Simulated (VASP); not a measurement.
Write the native input for VASP 6.6.1 that does the following.

```yaml
Task: single point
Functional: SVWN5
Potentials_or_basis: VASP PAW PBE potentials, release 64 (P)
Cutoff: 500 eV
k_mesh: 8 × 8 × 6
Occupations: fermi-dirac, width 0.05 eV
Spin: no spin polarisation
Dipole_correction: no
Further_INCAR_settings: ALGO = Normal; EDIFF = 1e-06; NBANDS = 18
```

The structure of P lies in POSCAR:

```
P
1.0
    1.6800600174     -5.5722225395      0.0000000000
    1.6800600174      5.5722225395      0.0000000000
    0.0000000000      0.0000000000      4.6327491080
P
4
Direct
    0.9041431300      0.0958568700      0.5888151700
    0.0958568700      0.9041431300      0.4111848300
    0.5958568700      0.4041431300      0.0888151700
    0.4041431300      0.5958568700      0.9111848300
```

One way to write it, as run:

INCAR

```
SYSTEM = P
  PREC = Accurate
  ENCUT = 500
  EDIFF = 1E-6
  ISMEAR = -1
  SIGMA = 0.05
  LREAL = .FALSE.
  LASPH = .TRUE.
  NELM = 120
  ALGO = Normal
  ISIF = 2
  LWAVE = .FALSE.
  LCHARG = .FALSE.
  GGA = VW
  NBANDS = 18
  GGA_COMPAT = .FALSE.
```

KPOINTS

```
regular mesh
0
G
  8 8 6
  0 0 0
```

Potentials or basis: VASP PAW PBE potentials, release 64 (P).

The run is started by

```sh
$ cat potpaw_PBE.64/P/POTCAR > POTCAR
$ mpirun -np 1 vasp_std > vasp.out
```

It gave:

```yaml
Pressure: -5.5 GPa
Largest_force: 0.288 eV/Å
Band_gap_on_the_k_mesh: 0.09 eV
```

Caveat: the cell stands under tension; the PAW data sets were made with another functional, which shifts forces and pressure a little.

Run time: 2.4 min on 1 thread of Oxide Virtual Turin-like Processor, on a shared host, peak memory 0.2 GiB.
